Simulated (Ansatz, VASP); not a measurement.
**La2O3 in VASP and in Ansatz**

```
La O
1.0
     4.51293    0.00000    0.00000
     0.00000    4.51293    0.00000
     0.00000    0.00000    5.92153
La O
2 3
Direct
  0.00000 0.50000 0.00000
  0.50000 0.00000 0.00000
  0.50000 0.50000 0.18893
  0.50000 0.50000 0.81107
  0.50000 0.50000 0.50000
```

Alike in both runs: functional PBE; k mesh 4 × 4 × 4; occupations gaussian, width 0.1 eV; no spin polarisation.

Ansatz relaxed the structure, and its values are those at the end. VASP's run is a single point on that final structure, the one shown.

|  | VASP | Ansatz |
| --- | --- | --- |
| version | VASP 6.6.1 | Ansatz 0.2.0 |
| potentials or method | VASP PAW PBE potentials, release 64 (La, O), cutoff 520 eV | scalar-relativistic, plane waves, PAW |
| valence electrons in the cell | 40 | 40 |

|  | VASP | Ansatz | Ansatz less VASP |
| --- | --- | --- | --- |
| gap on the k mesh at the Fermi level (eV) | none | none | - |
| pressure (GPa) | -0.1 | 0.0 | +0.12 |
| rms of the force components (eV/Å) | 0.000 | 0.007 | +0.0061 |

A gap of «none» marks a metal or a gap that the smearing closes.

Spin-orbit coupling is off throughout.
